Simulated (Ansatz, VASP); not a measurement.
**One calculation of Be7S, two programs**

```
Be S
1.0
     3.54838    0.00000    0.00000
    -1.77419    3.07298    0.00000
     0.00000    0.00000    8.15031
Be S
7 1
Cartesian
  0.0000 2.0487 7.0121
  1.7742 1.0243 7.0121
  1.7742 1.0243 1.1382
  0.0000 2.0487 1.1382
  0.0000 0.0000 0.0000
  0.0000 0.0000 2.1533
  0.0000 0.0000 5.9970
  0.0000 0.0000 4.0752
```

Alike in both runs: functional PBE; k mesh 5 × 5 × 2; occupations gaussian, width 0.2 eV; no spin polarisation.

Ansatz relaxed the structure, and its values are those at the end. VASP's run is a single point on that final structure, the one shown.

|  | VASP | Ansatz |
| --- | --- | --- |
| version | VASP 6.6.1 | Ansatz 0.2.0 |
| potentials or method | VASP PAW PBE potentials, release 64 (Be, S), cutoff 520 eV | scalar-relativistic, plane waves, PAW |
| valence electrons in the cell | 20 | 20 |

|  | VASP | Ansatz | Ansatz less VASP |
| --- | --- | --- | --- |
| gap on the k mesh at the Fermi level (eV) | none | none | - |
| pressure (GPa) | 0.1 | 0.0 | -0.06 |
| rms of the force components (eV/Å) | 0.002 | 0.003 | +0.0016 |

A gap of «none» marks a metal or a gap that the smearing closes.

The k mesh is coarse, so the values compare programs but aren't converged.
